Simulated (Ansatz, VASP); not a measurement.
**Two plane-wave programs on Ti**

```
Ti
1.0
     4.60000    0.00000    0.00000
    -2.30000    3.98372    0.00000
     0.00000    0.00000    2.82000
Ti
3
Direct
  0.00000 0.00000 0.00000
  0.33333 0.66667 0.50000
  0.66667 0.33333 0.50000
```

Alike in both runs: task single point; functional BLYP; k mesh 8 × 8 × 12; no spin polarisation.

|  | VASP | Ansatz |
| --- | --- | --- |
| version | VASP 6.6.1 | Ansatz 0.2.0 |
| potentials or method | VASP PAW PBE potentials, release 64 (Ti_sv), cutoff 520 eV | plane waves, PAW |
| occupations | fermi-dirac, width 0.1 eV | fermi-dirac |
| valence electrons in the cell | 36 | 36 |

```csv
,VASP,Ansatz,Ansatz less VASP
pressure (GPa),2.1,2.2,+0.03
"traceless stress, the component that is largest in VASP (GPa)",1.12,1.11,-0.001
```

VASP's potentials were made for PBE, not for BLYP.
